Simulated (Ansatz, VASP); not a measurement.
## Sn2Te3 in VASP and in Ansatz

```xyz
5
Lattice="4.3461 0.0000 0.0000 -2.1731 3.7639 0.0000 0.0000 0.0000 10.0057" Properties=species:S:1:pos:R:3 pbc="T T T"
Sn    0.0000    2.5092    1.9462
Sn    2.1731    1.2546    8.0595
Te    0.0000    0.0000    0.0000
Te    0.0000    2.5092    6.4048
Te    2.1731    1.2546    3.6009
```

Alike in both runs: task relaxation of cell and atoms; functional PBE; k mesh 12 × 12 × 4; occupations gaussian, width 0.1 eV; no spin polarisation.

|  | VASP | Ansatz |
| --- | --- | --- |
| version | VASP 6.6.1 | Ansatz 0.2.0 |
| potentials or method | VASP PAW PBE potentials, release 64 (Sn_d, Te), cutoff 500 eV | scalar-relativistic, plane waves, PAW |
| valence electrons in the cell | 46 | 76 |

VASP gave:

- gap on the k mesh at the Fermi level, each at its own relaxed structure (eV): none
- relaxed volume (Å³/atom): 32.73
- relaxed cell length with the largest relative difference (Å): 10.156

Estimate Ansatz's values.

gap on the k mesh at the Fermi level, each at its own relaxed structure (eV): none; relaxed volume (Å³/atom): 32.80; relaxed cell length with the largest relative difference (Å): 10.171.

A gap of «none» marks a metal or a gap that the smearing closes. VASP's potentials hold 46 valence electrons a cell and Ansatz's 76, so a difference there can come from the potentials and not from the codes.

Spin-orbit coupling is off throughout.
